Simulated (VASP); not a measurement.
Cu: single point with PBEsol

System: Cu, a slab with vacuum.

```xyz
7
Lattice="2.5562 0.0000 0.0000 0.0000 2.5562 0.0000 0.0000 0.0000 27.8450" Properties=species:S:1:pos:R:3 pbc="T T T"
Cu    1.2781    1.2781    8.5000
Cu    0.0000    0.0000   10.3075
Cu    1.2781    1.2781   12.1150
Cu    0.0000    0.0000   13.8567
Cu    1.2781    1.2781   15.6016
Cu    0.0000    0.0000   17.3529
Cu    1.2781    1.2781   19.0324
```

- Program: VASP 6.6.1
- Task: single point
- Functional: PBEsol
- Potentials or basis: VASP PAW PBE potentials, release 64 (Cu)
- Cutoff: 520 eV
- k mesh: 10 × 10 × 1
- Occupations: gaussian, width 0.1 eV
- Spin: no spin polarisation

```yaml
Largest_force: 0.442 eV/Å
Band_gap_on_the_k_mesh: zero (an odd number of electrons rules out a gap without spin polarisation)
```

Forces in eV/Å, atoms in the order of the input:
```
Cu   0.000  0.000  0.442
Cu   0.000  0.000 -0.223
Cu   0.000  0.000 -0.254
Cu   0.000  0.000  0.002
Cu   0.000  0.000  0.002
Cu   0.000  0.000 -0.041
Cu   0.000  0.000  0.071
```

Levels at points of the mesh, in eV from the Fermi level:
| k point | band 37 | band 38 | band 39 | band 40 | band 41 | band 42 |
| --- | --- | --- | --- | --- | --- | --- |
| (0.00, 0.00, 0.00) | -1.46 | -1.42 | -1.42 | -1.42 | -0.90 | 0.56 |
| (0.50, 0.00, 0.00) | -0.58 | -0.40 | -0.30 | -0.25 | -0.08 | 0.00 |
| (0.50, 0.50, 0.00) | 1.79 | 2.97 | 2.97 | 4.44 | 4.44 | 6.22 |

It took 3.2 min on 1 thread of AMD EPYC 9R45 96-Core Processor (Zen 5), with other jobs on the host, peak memory 0.31 GiB.

Caveat: the PAW data sets were made with another functional, which shifts forces and pressure a little.
